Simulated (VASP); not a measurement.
# GaAs (I-4m2) in VASP: notebook

The runs below take GaAs through single point, with PBE.

Everything below comes from runs of VASP 6.6.1. Logs are shortened: lines on timing, memory, paths and dates and some standing lists are left out, and cuts for length are marked.

### Step 1. The cell of the first run

The structure is tetragonal, space group I-4m2 (No. 119). Conventional cell: a = 3.886 Å, b = 3.886 Å, c = 5.809 Å, α = 90.00°, β = 90.00°, γ = 90.00°. Within 3.2 Å of Ga (site symmetry -4m2) lie 4 As at 2.43 Å. Within 3.2 Å of As (site symmetry -4m2) lie 4 Ga at 2.43 Å.

### Step 2. Single point, PBE (epitaxial xy strain -3.0%)

Contents of INCAR:

```
SYSTEM = GaAs
PREC     = Accurate       ! precision mode
ENCUT    = 520            ! plane-wave cutoff, eV
EDIFF    = 1E-7           ! SCF threshold, eV
ISMEAR   = 0              ! smearing method
SIGMA    = 0.01           ! smearing width, eV
LREAL    = .False.        ! projectors in reciprocal space
LASPH    = .True.         ! aspherical terms in the spheres
NELM     = 80             ! most SCF steps
ALGO     = Normal         ! electronic algorithm
ISIF     = 2              ! what is computed and relaxed
LWAVE    = .False.        ! write WAVECAR
LCHARG   = .False.        ! write CHGCAR
GGA      = PE             ! functional
NBANDS   = 16             ! bands
```

Contents of KPOINTS:

```
regular mesh
0
Gamma
  4 4 4
  0 0 0
```

Contents of POSCAR:

```
GaAs
1.0
    0.0000000000      2.7480925426      2.9045266156
    2.7480925426      0.0000000000      2.9045266156
    2.7480925426      2.7480925426      0.0000000000
Ga As
1 1
Direct
    0.0000000000      0.0000000000      0.0000000000
    0.2500000000      0.2500000000      0.2500000000
```

Potentials or basis: VASP PAW PBE potentials, release 64 (Ga_d, As).

Run with:

```sh
$ cat potpaw_PBE.64/Ga_d/POTCAR potpaw_PBE.64/As/POTCAR > POTCAR
$ mpirun -np 1 vasp_std > vasp.out
```

OUTCAR:

```text
SYSTEM = GaAs
   PREC = Accurate
   ENCUT = 520
   EDIFF = 1E-7
   ISMEAR = 0
   LREAL = .False.
   LASPH = .True.
   NELM = 80
   ISIF = 2
   GGA = PE

 ion  position               nearest neighbor table
   1  0.000  0.000  0.000-   2 2.43   2 2.43   2 2.43   2 2.43
   2  0.250  0.250  0.250-   1 2.43   1 2.43   1 2.43   1 2.43

  LATTYP: Found a body centered tetragonal cell.
 ALAT       =     3.8863897444
 C/A-ratio  =     1.4947171059

  Lattice vectors:

 A1 = (  -2.7480925426,   0.0000000000,   2.9045266156)
 A2 = (   2.7480925426,   0.0000000000,   2.9045266156)
 A3 = (   0.0000000000,   2.7480925426,  -2.9045266156)

Analysis of symmetry for initial positions (statically):
=====================================================================
 Subroutine PRICEL returns:
 Original cell was already a primitive cell.

 Routine SETGRP: Setting up the symmetry group for a
 body centered tetragonal supercell.

 Subroutine GETGRP returns: Found  8 space group operations
 (whereof  8 operations were pure point group operations)
 out of a pool of 16 trial point group operations.

The static configuration has the point symmetry D_2d.

Analysis of symmetry for dynamics (positions and initial velocities):
=====================================================================
 Subroutine PRICEL returns:
 Original cell was already a primitive cell.

 Routine SETGRP: Setting up the symmetry group for a
 body centered tetragonal supercell.

 Subroutine GETGRP returns: Found  8 space group operations
 (whereof  8 operations were pure point group operations)
 out of a pool of 16 trial point group operations.

The dynamic configuration has the point symmetry D_2d.

 Subroutine INISYM returns: Found  8 space group operations
 (whereof  8 operations are pure point group operations),
 and found     1 'primitive' translations

----------------------------------------------------------------------------------------

                                     Primitive cell

  volume of cell :      43.8700

  direct lattice vectors                    reciprocal lattice vectors
     0.000000000  2.748092543  2.904526616    -0.181944382  0.181944382  0.172145091
     2.748092543  0.000000000  2.904526616     0.181944382 -0.181944382  0.172145091
     2.748092543  2.748092543  0.000000000     0.181944382  0.181944382 -0.172145091

  length of vectors
     3.998535667  3.998535667  3.886389744     0.309582701  0.309582701  0.309582701

[... 68 lines left out ...]
   EDIFF  = 0.1E-06   stopping-criterion for ELM
   LREAL  =      F    real-space projection
   EDIFFG = 0.1E-05   stopping-criterion for IOM
   NSW    =      0    number of steps for IOM
   IBRION =     -1    ionic relax: 0-MD 1-quasi-New 2-CG
   NFREE  =      0    steps in history (QN), initial steepest desc. (CG)
   ISIF   =      2    stress and relaxation
   ISYM   =      2    0-nonsym 1-usesym 2-fastsym
   POTIM  = 0.5000    time-step for ionic-motion
   TEBEG  =    0.0;   TEEND  =   0.0 temperature during run
   PSTRESS=    0.0 pullay stress
   NELECT =      18.0000    total number of electrons
   NUPDOWN=      -1.0000    fix difference up-down
   EMIN   =  10.00;   EMAX   =-10.00  energy-range for DOS
   EFERMI =   0.00;   METHOD = LEGACY
   ISMEAR =     0;   SIGMA  =   0.01  broadening in eV -4-tet -1-fermi 0-gaus
   EFERMI_NEDOS =   21; number of points for ismear=-14 and -15
   IALGO  =     38    algorithm
   IMIX   =      4    mixing-type and parameters
     AMIX     =   0.40;   BMIX     =  1.00
     AMIX_MAG =   1.60;   BMIX_MAG =  1.00
  volume/ion in A,a.u.               =      21.94       148.02
  Fermi-wavevector in a.u.,A,eV,Ry     =   1.216493  2.298839 20.134655  1.479855
  Thomas-Fermi vector in A             =   2.351845
   LORBIT       =      0    0 simple, 1 ext, 2 COOP (PROOUT), +10 PAW based schemes
   GGA     = PE    functional components
   LHFCALC =     F    Hartree Fock is set to
   AEXX    =    0.0000 exact exchange contribution
   IVDW    =     0    specifies the selected vdW correction
   LEPSILON=     F    determine dielectric tensor
   LRPA    =     F    only Hartree local field effects (RPA)
 non-spin polarized calculation
 Gauss-broadening in eV      SIGMA  =   0.01
  energy-cutoff  :      520.00
  volume of cell :       43.87
 maximum number of plane-waves:      1203
 NGX is ok and might be reduce to    30
   NGX = 15   NGY = 15   NGZ = 15

 number of electron      18.0000011 magnetization

 Free energy of the ion-electron system (eV)
  ---------------------------------------------------
  ext. energy  EPLUGINS =         0.00000000
  ---------------------------------------------------
  free energy    TOTEN  =        -8.01449008 eV

  energy without entropy =       -8.01449008  energy(sigma->0) =       -8.01449008

 E-fermi :   4.4314     XC(G=0):  -9.6975

 val. band max:        4.3805378068   @ k =   0.0000   0.0000   0.0000
 cond. band min:       4.9705040485   @ k =   0.0000   0.0000   0.0000
 fundamental gap:      0.5899662417
 Fermi energy:         4.4313597803

 k-point     1 :       0.0000    0.0000    0.0000
  band No.  band energies     occupation
      1     -10.6678      2.00000
      2     -10.6525      2.00000
      3     -10.6525      2.00000
      4     -10.5774      2.00000
      5     -10.5701      2.00000
      6      -8.6756      2.00000
[... 224 lines left out ...]
      3     -10.6113      2.00000
      4     -10.5921      2.00000
      5     -10.5620      2.00000
      6      -5.9015      2.00000
[... 8 lines left out ...]
     15      17.3292      0.00000
     16      18.3068      0.00000

------------------------ aborting loop because EDIFF is reached ----------------------------------------

  FORCE on cell =-STRESS in cart. coord.  units (eV):
  Direction    XX          YY          ZZ          XY          YZ          ZX
  --------------------------------------------------------------------------------------
  -------------------------------------------------------------------------------------
  Total        2.0213641      2.0213641      0.9877724      0.0000000      0.0000000      0.0000000
  in kB       73.8222148     73.8222148     36.0744246      0.0000000      0.0000000      0.0000000
  external PRESSURE =      61.2396181 kB  Pullay stress =       0.0000000 kB

 VOLUME and BASIS-vectors are now :
 -----------------------------------------------------------------------------
  energy-cutoff  :      520.00
  volume of cell :       43.87
      direct lattice vectors                 reciprocal lattice vectors
     0.000000000  2.748092543  2.904526616    -0.181944382  0.181944382  0.172145091
     2.748092543  0.000000000  2.904526616     0.181944382 -0.181944382  0.172145091
     2.748092543  2.748092543  0.000000000     0.181944382  0.181944382 -0.172145091

 POSITION                                       TOTAL-FORCE (eV/Angst)
 -----------------------------------------------------------------------------------
      0.00000      0.00000      0.00000         0.000000      0.000000     -0.000000
      1.37405      1.37405      1.45226         0.000000      0.000000      0.000000
 -----------------------------------------------------------------------------------
    total drift:                                0.000001      0.000001      0.000001

  FREE ENERGIE OF THE ION-ELECTRON SYSTEM (eV)
  ---------------------------------------------------
  free  energy   TOTEN  =        -8.0144900849 eV

  energy  without entropy=       -8.0144900849  energy(sigma->0) =       -8.01449008
```

stdout:

```text
POSCAR found type information on POSCAR GaAs
 POSCAR found :  2 types and       2 ions
 scaLAPACK will be used
 LDA part: xc-table for (Slater+PW92), standard interpolation
 POSCAR, INCAR and KPOINTS ok, starting setup
 FFT: planning ... GRIDC
 FFT: planning ... GRID_SOFT
 FFT: planning ... GRID
 WAVECAR not read
 entering main loop
```

Run time: 10 s. Hardware: 1 thread of Intel Xeon 6975P-C (Granite Rapids), shared host; peak memory 0.15 GiB.

Results:

```
Free energy            : -8.0145 eV
Pressure               : 6.1 GPa
Band gap on the k mesh : 0.59 eV
```

Stress tensor (GPa, compression positive):
```
7.38 0.00 0.00
0.00 7.38 0.00
0.00 0.00 3.61
```

Levels at points of the mesh, in eV from the valence-band top:
```
           k point  band 7  band 8  band 9  band 10  band 11  band 12
(0.00, 0.00, 0.00)   -0.36    0.00    0.00     0.59     3.55     3.55
(0.50, 0.00, 0.00)   -6.94   -1.55   -1.07     0.89     4.37     4.70
(0.50, 0.50, 0.00)   -7.33   -2.65   -2.65     1.52     1.86    10.24
(0.50, 0.00, 0.50)   -6.98   -3.04   -3.01     1.15     1.33     9.93
```

Caveat: the k points lie up to 0.49 Å⁻¹ apart; the cell differs from its parent crystal (epitaxial xy strain -3.0%).

### Step 3. Single point, PBE (epitaxial xy strain -2.0%)

Contents of INCAR:

```
PREC     = Accurate       # precision mode
ENCUT    = 520            # plane-wave cutoff, eV
EDIFF    = 1E-6           # SCF threshold, eV
ISMEAR   = 0              # smearing method
SIGMA    = 0.01           # smearing width, eV
LREAL    = False          # projectors in reciprocal space
LASPH    = True           # aspherical terms in the spheres
NELM     = 100            # most SCF steps
ALGO     = Normal         # electronic algorithm
ISIF     = 2              # what is computed and relaxed
LWAVE    = False          # write WAVECAR
LCHARG   = False          # write CHGCAR
GGA      = PE             # functional
NBANDS   = 16             # bands
```

Contents of KPOINTS:

```
Automatic mesh
0
Gamma
  4 4 4
```

Contents of POSCAR:

```
GaAs
1.0
    0.0000000000      2.7764233935      2.8810310456
    2.7764233935      0.0000000000      2.8810310456
    2.7764233935      2.7764233935      0.0000000000
Ga As
1 1
Direct
    0.0000000000      0.0000000000      0.0000000000
    0.2500000000      0.2500000000      0.2500000000
```

Potentials or basis: VASP PAW PBE potentials, release 64 (Ga_d, As).

Run with:

```sh
$ cat potpaw_PBE.64/Ga_d/POTCAR potpaw_PBE.64/As/POTCAR > POTCAR
$ mpirun -np 1 vasp_std > vasp.out
```

It took 10 s on 1 thread of Intel Xeon 6975P-C (Granite Rapids), shared host; peak memory 0.16 GiB.

It converged, with:

```yaml
Free_energy: -8.0441 eV
Pressure: 5.1 GPa
Band_gap_on_the_k_mesh: 0.55 eV
```

Stress tensor (GPa, compression positive):
```
5.87 0.00 0.00
0.00 5.87 0.00
0.00 0.00 3.44
```

Levels at points of the mesh, in eV from the valence-band top:
| k point | band 7 | band 8 | band 9 | band 10 | band 11 | band 12 |
| --- | --- | --- | --- | --- | --- | --- |
| (0.00, 0.00, 0.00) | -0.23 | 0.00 | 0.00 | 0.55 | 3.60 | 3.60 |
| (0.50, 0.00, 0.00) | -6.83 | -1.41 | -1.09 | 0.93 | 4.43 | 4.66 |
| (0.50, 0.50, 0.00) | -7.15 | -2.66 | -2.66 | 1.49 | 1.79 | 10.19 |
| (0.50, 0.00, 0.50) | -6.92 | -2.92 | -2.90 | 1.25 | 1.43 | 10.02 |

Caveat: the k points lie up to 0.48 Å⁻¹ apart; the cell differs from its parent crystal (epitaxial xy strain -2.0%).

### Step 4. Single point, PBE (epitaxial xy strain -1.0%)

Contents of INCAR:

```
PREC = Accurate
ENCUT = 520
EDIFF = 1E-7
ISMEAR = 0
SIGMA = 0.01
LREAL = F
LASPH = T
NELM = 100
ALGO = Normal
ISIF = 2
LWAVE = F
LCHARG = T
GGA = PE
LELF = T
LVHAR = T
NBANDS = 16
```

KPOINTS is that of step 3.

Contents of POSCAR:

```
GaAs
1.0
    0.0000000000      2.8047542445      2.8573279734
    2.8047542445      0.0000000000      2.8573279734
    2.8047542445      2.8047542445      0.0000000000
Ga As
1 1
Direct
    0.0000000000      0.0000000000      0.0000000000
    0.2500000000      0.2500000000      0.2500000000
```

Run with:

```sh
$ cat potpaw_PBE.64/Ga_d/POTCAR potpaw_PBE.64/As/POTCAR > POTCAR
$ mpirun -np 1 vasp_std > vasp.out
```

Wall time 12 s (1 thread of Intel Xeon 6975P-C (Granite Rapids), shared host); peak memory 0.16 GiB.

It converged, with:

```yaml
Free_energy: -8.0656 eV
Pressure: 4.1 GPa
Band_gap_on_the_k_mesh: 0.51 eV
```

Stress tensor (GPa, compression positive):
```
4.51 0.00 0.00
0.00 4.51 0.00
0.00 0.00 3.34
```

Levels at points of the mesh, in eV from the valence-band top:
```tsv
k point	band 6	band 7	band 8	band 9	band 10	band 11	band 12	band 13
(0.00, 0.00, 0.00)	-12.80	-0.11	0.00	0.00	0.51	3.64	3.64	3.70
(0.50, 0.00, 0.00)	-11.01	-6.72	-1.27	-1.12	0.95	4.51	4.63	7.71
(0.50, 0.50, 0.00)	-10.31	-6.98	-2.66	-2.66	1.47	1.71	10.14	10.14
(0.50, 0.00, 0.50)	-10.24	-6.87	-2.79	-2.78	1.35	1.54	10.08	10.19
```

Caveat: the k points lie up to 0.48 Å⁻¹ apart; the cell differs from its parent crystal (epitaxial xy strain -1.0%). A k mesh can miss the band edges.

[end of part 1 of 2]
